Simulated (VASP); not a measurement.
# GaAs: single point with PBE

GaAs:

```xyz
2
Lattice="-1.9050 1.9050 2.7021 1.9050 -1.9050 2.7021 1.9050 1.9050 -2.7021" Properties=species:S:1:pos:R:3 pbc="T T T"
Ga    0.0000    0.0000    2.7021
As    0.0000    0.0000    0.0000
```

| Item | Value |
| --- | --- |
| Program | VASP 6.6.1 |
| Task | single point |
| Functional | PBE |
| Potentials or basis | VASP PAW PBE potentials, release 64 (Ga_d, As) |
| Cutoff | 520 eV |
| k mesh | 6 × 6 × 6 |
| Occupations | gaussian, width 0.1 eV |
| Spin | no spin polarisation |
| Dipole correction | no |
| Further INCAR settings | ALGO = Normal; EDIFF = 1e-06; NBANDS = 16 |

The pressure is 0.1 GPa and the band gap on the k mesh is zero (band 9 reaches 5.86 eV, above the bottom of band 10 at 2.73 eV).

Stress tensor (GPa, compression positive):
```
0.14 0.00 0.00
0.00 0.14 0.00
0.00 0.00 0.01
```

Levels at points of the mesh, in eV from the Fermi level:
```tsv
k point	band 5	band 6	band 7	band 8	band 9	band 10	band 11	band 12	band 13	band 14
(0.00, 0.00, 0.00)	-14.91	-13.17	-0.25	-0.06	-0.06	-0.03	7.19	7.21	7.21	7.40
(0.50, 0.00, 0.00)	-14.89	-10.90	-7.68	0.14	0.16	2.55	2.83	2.85	4.08	12.08
(0.50, 0.50, 0.00)	-14.87	-10.05	-5.55	-3.76	-2.64	-2.60	3.51	9.82	9.93	11.83
(0.50, 0.50, 0.50)	-14.87	-10.08	-5.55	-3.73	-2.60	-2.60	3.53	9.89	9.89	11.77
```

It took 14 s on 1 thread of Intel Xeon 6975P-C, on a shared host, peak memory 0.16 GiB.

Caveat: the k points lie up to 0.39 Å⁻¹ apart.
